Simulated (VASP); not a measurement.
W: single point with r2SCAN

Crystal: W.

```xyz
1
Lattice="-1.5823 1.5823 1.5823 1.5823 -1.5823 1.5823 1.5823 1.5823 -1.5823" Properties=species:S:1:pos:R:3 pbc="T T T"
W     0.0000    0.0000    0.0000
```

```json
{
 "Program": "VASP 6.6.1",
 "Task": "single point",
 "Functional": "r2SCAN",
 "Potentials or basis": "VASP PAW PBE potentials, release 64 (W_sv)",
 "Cutoff": "520 eV",
 "k mesh": "7 × 7 × 7",
 "Occupations": "fermi-dirac, width 0.05 eV",
 "Spin": "no spin polarisation"
}
```

```
Pressure               : 3.9 GPa
Band gap on the k mesh : zero (band 7 reaches 14.92 eV, above the bottom of band 8 at 10.01 eV)
```

Levels at points of the mesh, in eV from the Fermi level:
```
           k point  band 5  band 6  band 7  band 8  band 9  band 10
(0.00, 0.00, 0.00)  -10.18   -1.33   -1.33   -1.33    2.51     2.51
```

Run time: 8.8 s on 1 thread of Intel(R) Xeon(R) 6975P-C (Granite Rapids), on a shared host, peak memory 0.13 GiB.

Caveat: the k points lie up to 0.40 Å⁻¹ apart; the PAW data sets were made with another functional, which shifts forces and pressure a little; spin-orbit coupling is left out, which moves the levels of the heavy elements.
